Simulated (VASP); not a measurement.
Wanted: the native input for a VASP 6.6.1 run.

```yaml
Task: single point
Functional: PBE
Potentials_or_basis: VASP PAW PBE potentials, release 64 (Cu, N)
Cutoff: 600 eV
k_mesh: 10 × 10 × 10
Occupations: gaussian, width 0.01 eV
Spin: no spin polarisation
Dipole_correction: no
Further_INCAR_settings: ALGO = Normal; EDIFF = 1e-06; NBANDS = 27
```

The structure of Cu3N lies in POSCAR:

```
Cu3N
1.0
    3.7491605695      0.0000000000      0.0000000000
    0.0000000000      3.7491605695      0.0000000000
    0.0000000000      0.0000000000      3.7491605695
Cu N
3 1
Direct
    0.5000000000      0.0000000000      0.0000000000
    0.0000000000      0.5000000000      0.0000000000
    0.0000000000      0.0000000000      0.5000000000
    0.0000000000      0.0000000000      0.0000000000
```

This cell differs from its parent crystal: volume scaled by 0.94.

These files were run (other wordings do the same):

INCAR

```
PREC = Accurate
ENCUT = 600
EDIFF = 1E-6
ISMEAR = 0
SIGMA = 0.01
LREAL = F
LASPH = T
NELM = 120
ALGO = Normal
ISIF = 2
LWAVE = F
LCHARG = T
GGA = PE
LELF = T
LVHAR = T
NBANDS = 27
GGA_COMPAT = F
```

KPOINTS

```
Automatic mesh
0
Gamma
  10 10 10
```

Potentials or basis: VASP PAW PBE potentials, release 64 (Cu, N).

Command:

```sh
$ cat potpaw_PBE.64/Cu/POTCAR potpaw_PBE.64/N/POTCAR > POTCAR
$ mpirun -np 1 vasp_std > vasp.out
```

Results of the run:

| Item | Value |
| --- | --- |
| Pressure | 9.2 GPa |
| Band gap on the k mesh | 0.04 eV, indirect (least direct gap 0.59 eV) |

Wall time 36 s on 1 thread of Intel(R) Xeon(R) 6975P-C (Granite Rapids), on a shared host, peak memory 0.22 GiB.
